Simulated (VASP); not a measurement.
# KF (Fm-3m) in VASP: G0W0 quasiparticle levels with PBE

Aim: the G0W0 quasiparticle levels of KF with PBE.

Everything below comes from runs of VASP 6.6.1. Logs are shortened: lines on timing, memory, paths and dates and some standing lists are left out, and cuts for length are marked.

### Step 1. The cell of the first run

It takes space group Fm-3m (No. 225, cubic). The conventional cell has a = 5.318 Å, b = 5.318 Å, c = 5.318 Å, α = 90.00°, β = 90.00°, γ = 90.00°. K (site symmetry m-3m) has 6 F at 2.66 Å within 3.5 Å. F (site symmetry m-3m) has 6 K at 2.66 Å within 3.5 Å.

### Step 2. G0W0 quasiparticle levels, PBE

File POSCAR:

```
KF
1.0
    0.0000000000      2.6589614660      2.6589614660
    2.6589614660      0.0000000000      2.6589614660
    2.6589614660      2.6589614660      0.0000000000
K F
1 1
Direct
    0.0000000000      0.0000000000      0.0000000000
    0.5000000000      0.5000000000      0.5000000000
```

File INCAR.step1:

```
SYSTEM = KF
  PREC = Accurate
  ENCUT = 500
  EDIFF = 1E-8
  ISMEAR = 0
  SIGMA = 0.01
  LREAL = .False.
  LASPH = .True.
  NELM = 60
  ALGO = Normal
  LWAVE = .True.
  LCHARG = .False.
  GGA = PE
```

File INCAR.step2:

```
SYSTEM = KF
  PREC = Accurate
  ENCUT = 500
  EDIFF = 1E-8
  ISMEAR = 0
  SIGMA = 0.01
  LREAL = .False.
  LASPH = .True.
  NELM = 1
  ALGO = Exact
  LWAVE = .True.
  LCHARG = .False.
  GGA = PE
  NBANDS = 120
  LOPTICS = .True.
  ISTART = 1
```

File INCAR.step3:

```
SYSTEM = KF
  PREC = Accurate
  ENCUT = 500
  EDIFF = 1E-8
  ISMEAR = 0
  SIGMA = 0.01
  LREAL = .False.
  LASPH = .True.
  ALGO = EVGW0
  LWAVE = .False.
  LCHARG = .False.
  GGA = PE
  NELMGW = 1
  NBANDS = 120
  ENCUTGW = 120.0
  NOMEGA = 96
  PRECFOCK = Fast
  ISTART = 1
  NBANDSGW = 16
  OMEGAMAX = 20
```

File KPOINTS:

```
regular mesh
0
Gamma
  4 4 4
  0 0 0
```

Potentials or basis: VASP PAW PBE potentials, release 64 (K_sv_GW, F_GW).

Command:

```
$ cat potpaw_PBE.64/K_sv_GW/POTCAR potpaw_PBE.64/F_GW/POTCAR > POTCAR
$ cp INCAR.step1 INCAR
$ mpirun -np 1 vasp_std > vasp.out
$ cp INCAR.step2 INCAR
$ mpirun -np 1 vasp_std > vasp.out
$ cp INCAR.step3 INCAR
$ mpirun -np 1 vasp_std > vasp.out
```

OUTCAR:

```text
SYSTEM = KF
   PREC = Accurate
   ENCUT = 500
   EDIFF = 1E-8
   ISMEAR = 0
   LREAL = .False.
   LASPH = .True.
   GGA = PE
   NELMGW = 1
   ENCUTGW = 120.0
   PRECFOCK = Fast
   ISTART = 1

 ion  position               nearest neighbor table
   1  0.000  0.000  0.000-   2 2.66   2 2.66   2 2.66   2 2.66   2 2.66   2 2.66
   2  0.500  0.500  0.500-   1 2.66   1 2.66   1 2.66   1 2.66   1 2.66   1 2.66

  LATTYP: Found a face centered cubic cell.
 ALAT       =     5.3179229320

  Lattice vectors:

 A1 = (   0.0000000000,   2.6589614660,   2.6589614660)
 A2 = (   2.6589614660,   0.0000000000,   2.6589614660)
 A3 = (   2.6589614660,   2.6589614660,   0.0000000000)

Analysis of symmetry for initial positions (statically):
=====================================================================
 Subroutine PRICEL returns:
 Original cell was already a primitive cell.

 Routine SETGRP: Setting up the symmetry group for a
 face centered cubic supercell.

 Subroutine GETGRP returns: Found 48 space group operations
 (whereof 48 operations were pure point group operations)
 out of a pool of 48 trial point group operations.

The static configuration has the point symmetry O_h .

Analysis of symmetry for dynamics (positions and initial velocities):
=====================================================================
 Subroutine PRICEL returns:
 Original cell was already a primitive cell.

 Routine SETGRP: Setting up the symmetry group for a
 face centered cubic supercell.

 Subroutine GETGRP returns: Found 48 space group operations
 (whereof 48 operations were pure point group operations)
 out of a pool of 48 trial point group operations.

The dynamic configuration has the point symmetry O_h .

 Subroutine INISYM returns: Found 48 space group operations
 (whereof 48 operations are pure point group operations),
 and found     1 'primitive' translations

----------------------------------------------------------------------------------------

                                     Primitive cell

  volume of cell :      37.5981

  direct lattice vectors                    reciprocal lattice vectors
     0.000000000  2.658961466  2.658961466    -0.188043342  0.188043342  0.188043342
     2.658961466  0.000000000  2.658961466     0.188043342 -0.188043342  0.188043342
     2.658961466  2.658961466  0.000000000     0.188043342  0.188043342 -0.188043342

  length of vectors
     3.760339367  3.760339367  3.760339367     0.325700622  0.325700622  0.325700622

  position of ions in fractional coordinates (direct lattice)
     0.000000000  0.000000000  0.000000000
     0.500000000  0.500000000  0.500000000

  ion indices of the primitive-cell ions
   primitive index   ion index
                 1           1
                 2           2

----------------------------------------------------------------------------------------

 KPOINTS: regular mesh

Automatic generation of k-mesh.
 Grid dimensions read from file:
 generate k-points for:    4    4    4

 Generating k-lattice:

  Cartesian coordinates                     Fractional coordinates (reciprocal lattice)
    -0.047010835  0.047010835  0.047010835     0.250000000  0.000000000  0.000000000
     0.047010835 -0.047010835  0.047010835     0.000000000  0.250000000  0.000000000
     0.047010835  0.047010835 -0.047010835     0.000000000  0.000000000  0.250000000

  Length of vectors
     0.081425156  0.081425156  0.081425156

  Shift w.r.t. Gamma in fractional coordinates (k-lattice)
     0.000000000  0.000000000  0.000000000

 Subroutine IBZKPT returns following result:
 ===========================================

 Found      8 irreducible k-points:

 Following reciprocal coordinates:
            Coordinates               Weight
  0.000000  0.000000  0.000000      1.000000
  0.250000  0.000000  0.000000      8.000000
  0.500000  0.000000  0.000000      4.000000
  0.250000  0.250000  0.000000      6.000000
  0.500000  0.250000  0.000000     24.000000
 -0.250000  0.250000  0.000000     12.000000
  0.500000  0.500000  0.000000      3.000000
 -0.250000  0.500000  0.250000      6.000000
   k-points           NKPTS =      8   k-points in BZ     NKDIM =     64   number of bands    NBANDS=    120
   number of dos      NEDOS =    301   number of ions     NIONS =      2
   total plane-waves  NPLWV =  21952
   dimension x,y,z NGX =    28 NGY =   28 NGZ =   28
   dimension x,y,z NGXF=    56 NGYF=   56 NGZF=   56
   ions per type =               1   1
   NGX,Y,Z   is equivalent  to a cutoff of  12.38, 12.38, 12.38 a.u.
   NGXF,Y,Z  is equivalent  to a cutoff of  24.76, 24.76, 24.76 a.u.
 SYSTEM =  KF
   PREC   = accura    normal or accurate (medium, high low for compatibility)
   ISTART =      1    job   : 0-new  1-cont  2-samecut
   ICHARG =      0    charge: 1-file 2-atom 10-const
   ISPIN  =      1    spin polarized calculation?
   LNONCOLLINEAR =      F non collinear calculations
   LSORBIT =      F    spin-orbit coupling
   LASPH  =      T    aspherical Exc in radial PAW
   ENCUT  =  500.0 eV  36.75 Ry    6.06 a.u.   6.86  6.86  6.86*2*pi/ulx,y,z
   NELM   =     60;   NELMIN=  2; NELMDL=  0     # of ELM steps
   EDIFF  = 0.1E-07   stopping-criterion for ELM
   LREAL  =      F    real-space projection
   EDIFFG = 0.1E-06   stopping-criterion for IOM
   NSW    =      0    number of steps for IOM
   IBRION =     -1    ionic relax: 0-MD 1-quasi-New 2-CG
   NFREE  =      0    steps in history (QN), initial steepest desc. (CG)
   ISIF   =      0    stress and relaxation
   ISYM   =      3    0-nonsym 1-usesym 2-fastsym
   POTIM  = 0.5000    time-step for ionic-motion
   TEBEG  =    0.0;   TEEND  =   0.0 temperature during run
   PSTRESS=    0.0 pullay stress
   NELECT =      16.0000    total number of electrons
   NUPDOWN=      -1.0000    fix difference up-down
   EMIN   =  10.00;   EMAX   =-10.00  energy-range for DOS
   EFERMI =   0.00;   METHOD = LEGACY
   ISMEAR =     0;   SIGMA  =   0.01  broadening in eV -4-tet -1-fermi 0-gaus
   EFERMI_NEDOS =   21; number of points for ismear=-14 and -15
   IALGO  =     38    algorithm
   IMIX   =      4    mixing-type and parameters
     AMIX     =   0.40;   BMIX     =  1.00
     AMIX_MAG =   1.60;   BMIX_MAG =  1.00
  volume/ion in A,a.u.               =      18.80       126.86
  Fermi-wavevector in a.u.,A,eV,Ry     =   1.231382  2.326974 20.630534  1.516302
  Thomas-Fermi vector in A             =   2.366194
   LORBIT       =      0    0 simple, 1 ext, 2 COOP (PROOUT), +10 PAW based schemes
   GGA     = PE    functional components
   LHFCALC =     T    Hartree Fock is set to
   PRECFOCK=fast      Normal, Fast or Accurate (Low or Medium for compatibility)
   ENCUT4O =  -1.0   cutoff for four orbital integrals eV
   NKREDX  =     1    reduce k-point grid by
   NKREDY  =     1    reduce k-point grid by
   NKREDZ  =     1    reduce k-point grid by
   AEXX    =    1.0000 exact exchange contribution
   HFSCREEN=    0.0000 screening length (either q_TF or 0.3 A-1)
   HFSCREENC=   0.0000 screening length for correlation (either q_TF or 0.3 A-1)
   ENCUTFOCK=  -1.0 apply spherical cutoff to Coloumb kernel
   IVDW    =     0    specifies the selected vdW correction
   LEPSILON=     F    determine dielectric tensor
   LRPA    =     F    only Hartree local field effects (RPA)
   LRPAFORCE           =     F    calculate RPA forces
   ENCUTGW             = 120.0    cutoff for response function in eV
   ENCUTGWSOFT         =  96.0    soft cutoff for Coulomb kernel in GW response function in eV
   ENCUTLF             =  -1.0    cutoff for local field effects
   NELMGW              =     1    number of iterations in solving QP/BSE equation
   NELMHF              =     1    number of iterations in the inner HF iteration
   NKREDLFX            =     1    NKREDLFY  =   1   NKREDLFZ  =   1
 non-spin polarized calculation
 Gauss-broadening in eV      SIGMA  =   0.01
  energy-cutoff  :      500.00
  volume of cell :       37.60
 maximum number of plane-waves:       982
  NGX = 16; NGY = 16; NGZ = 16
   NGX = 13   NGY = 13   NGZ = 13
 maximum number of plane-waves:       125
 NGX is ok and might be reduce to    14

 QP shifts <psi_nk| G(iteration)W_0 |psi_nk>: iteration 1
 for sc-GW calculations column KS-energies equals QP-energies in previous step
 and V_xc(KS)=  KS-energies - (<T + V_ion + V_H > + <T+V_H+V_ion>^1  + <V_x>^1)

 k-point   1 :       0.0000    0.0000    0.0000
  band No.  KS-energies  QP-energies   sigma(KS)   V_xc(KS)     V^pw_x(r,r')   Z            occupation Imag(sigma)

      1     -26.4459     -28.5728     -21.7297     -18.4221     -30.7057       0.6430       2.0000       0.4325
      2     -19.0221     -22.8719     -28.2023     -23.0026     -37.0215       0.7404       2.0000       0.6059
      3      -9.6851     -13.1240     -22.1437     -18.0588     -24.9291       0.8419       2.0000       0.0522
      4      -9.6851     -13.1240     -22.1437     -18.0588     -24.9291       0.8419       2.0000       0.0522
      5      -9.6851     -13.1240     -22.1437     -18.0588     -24.9291       0.8419       2.0000       0.0522
      6      -0.3675      -2.7573     -24.7951     -21.7649     -29.5448       0.7886       2.0000       0.0560
[... 8 lines left out ...]
     15      16.6126      16.9703      -4.1554      -4.5816      -0.6766       0.8392       0.0000      -0.1759
     16      24.0779      27.5308      -8.6865     -12.6924      -4.4795       0.8619       0.0000      -0.2620

 k-point   2 :       0.2500    0.0000    0.0000
  band No.  KS-energies  QP-energies   sigma(KS)   V_xc(KS)     V^pw_x(r,r')   Z            occupation Imag(sigma)

      1     -26.3956     -28.5225     -21.7838     -18.4752     -30.7355       0.6429       2.0000       0.4193
      2     -19.0694     -23.1212     -28.1281     -22.9231     -36.9481       0.7784       2.0000       0.6283
      3      -9.8279     -13.3026     -22.0082     -17.8969     -24.7927       0.8451       2.0000       0.0467
      4      -9.7040     -13.1397     -22.1154     -18.0224     -24.8821       0.8394       2.0000       0.0492
      5      -9.7040     -13.1397     -22.1154     -18.0224     -24.8821       0.8394       2.0000       0.0492
      6      -0.8113      -3.2796     -23.5568     -20.4063     -28.0994       0.7835       2.0000       0.0562
[... 8 lines left out ...]
     15      18.1521      20.5241      -7.3791     -10.0515      -3.6632       0.8876       0.0000      -0.2070
     16      20.6263      22.3762      -7.1821      -9.1682      -3.3966       0.8810       0.0000      -0.3117

 k-point   3 :       0.5000    0.0000    0.0000
  band No.  KS-energies  QP-energies   sigma(KS)   V_xc(KS)     V^pw_x(r,r')   Z            occupation Imag(sigma)

      1     -26.3444     -28.4563     -21.8402     -18.5303     -30.7666       0.6381       2.0000       0.4063
      2     -19.1185     -23.2865     -28.0558     -22.8409     -36.8720       0.7992       2.0000       0.6517
      3      -9.9679     -13.4227     -21.8801     -17.7451     -24.6724       0.8355       2.0000       0.0403
      4      -9.7224     -13.1548     -22.0879     -17.9872     -24.8364       0.8370       2.0000       0.0466
      5      -9.7224     -13.1548     -22.0879     -17.9872     -24.8364       0.8370       2.0000       0.0466
      6      -1.1724      -3.7085     -22.7732     -19.5255     -27.2191       0.7809       2.0000       0.0589
[... 74 lines left out ...]
      1     -26.3226     -28.4342     -21.8596     -18.5600     -30.7930       0.6399       2.0000       0.4144
      2     -19.0459     -22.9639     -28.2281     -23.0196     -37.0726       0.7522       2.0000       0.6263
      3     -10.2684     -13.7640     -21.3755     -17.1918     -24.2689       0.8356       2.0000       0.0863
      4      -9.9057     -13.3455     -21.8787     -17.7534     -24.7075       0.8338       2.0000       0.0609
      5      -9.9057     -13.3455     -21.8787     -17.7534     -24.7075       0.8338       2.0000       0.0609
      6      -0.5725      -3.0145     -24.1959     -21.1003     -28.7386       0.7888       2.0000       0.0554
[... 8 lines left out ...]
     15      15.5602      17.9313      -8.1197     -10.9389      -4.4917       0.8410       0.0000      -0.0594
     16      17.2655      18.9485      -8.0975     -10.0948      -4.4861       0.8427       0.0000      -0.1381

 k-point   8 :      -0.2500    0.5000    0.2500
  band No.  KS-energies  QP-energies   sigma(KS)   V_xc(KS)     V^pw_x(r,r')   Z            occupation Imag(sigma)

      1     -26.3194     -28.4357     -21.8640     -18.5617     -30.7915       0.6408       2.0000       0.4102
      2     -19.0695     -23.1348     -28.1748     -22.9632     -37.0124       0.7800       2.0000       0.6360
      3     -10.0894     -13.5713     -21.6163     -17.4614     -24.4751       0.8380       2.0000       0.0712
      4     -10.0894     -13.5713     -21.6163     -17.4614     -24.4751       0.8380       2.0000       0.0712
      5      -9.7745     -13.2145     -22.0682     -17.9592     -24.8305       0.8372       2.0000       0.0436
      6      -0.7799      -3.2372     -23.9565     -20.8131     -28.6147       0.7817       2.0000       0.0579
[... 8 lines left out ...]
     15      15.7520      18.2908      -8.9800     -12.0360      -5.3871       0.8308       0.0000      -0.0769
     16      15.7520      18.2908      -8.9800     -12.0360      -5.3871       0.8308       0.0000      -0.0769
```

Run time: 90 s. Hardware: 1 thread of AMD EPYC 9R45 (Zen 5), shared host; peak memory 0.32 GiB.

What came out:

* Quasiparticle gap: 9.69 eV
* Least direct quasiparticle gap: 9.69 eV
* Band gap of the starting levels on the mesh: 6.26 eV
* Least direct gap of the starting levels on the mesh: 6.26 eV

Caveat: the k points lie up to 0.51 Å⁻¹ apart; bands, screening cutoff and mesh are small and nothing is extrapolated, so the quasiparticle values aren't converged.
